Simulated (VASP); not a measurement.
A run of VASP 6.6.1:

File INCAR:

```
SYSTEM = Li2S
AGGAC = 1.0
AGGAX = 1.0
ALDAC = 0.0
ALDAX = 1.0
ALGO = Normal
EDIFF = 1E-6
ENCUT = 750
GGA = B5
GGA_COMPAT = .FALSE.
ISIF = 2
ISMEAR = 0
LASPH = .TRUE.
LCHARG = .FALSE.
LREAL = .FALSE.
LWAVE = .FALSE.
NBANDS = 13
NELM = 120
PREC = Accurate
SIGMA = 0.05
```

Contents of KPOINTS:

```
k-points
0
G
  8 8 8
  0 0 0
```

The input POSCAR:

```
Li2S
1.0
    0.0000000000      2.9004701310      2.9004701310
    2.9004701310      0.0000000000      2.9004701310
    2.9004701310      2.9004701310      0.0000000000
Li S
2 1
Direct
    0.2500000000      0.2500000000      0.2500000000
    0.7500000000      0.7500000000      0.7500000000
    0.0000000000      0.0000000000      0.0000000000
```

Potentials or basis: VASP PAW PBE potentials, release 64 (Li_sv, S).

Launch:

```console
$ cat potpaw_PBE.64/Li_sv/POTCAR potpaw_PBE.64/S/POTCAR > POTCAR
$ mpirun -np 1 vasp_std > vasp.out
```

Hardware: 1 thread of Intel(R) Xeon(R) 6975P-C (Granite Rapids), on a shared host.

Question: How long does it take, and how much memory?

Answer: Run time: 22 s on 1 thread of Intel(R) Xeon(R) 6975P-C (Granite Rapids), on a shared host, peak memory 0.23 GiB. Counts: scf iterations 12, k points 29.
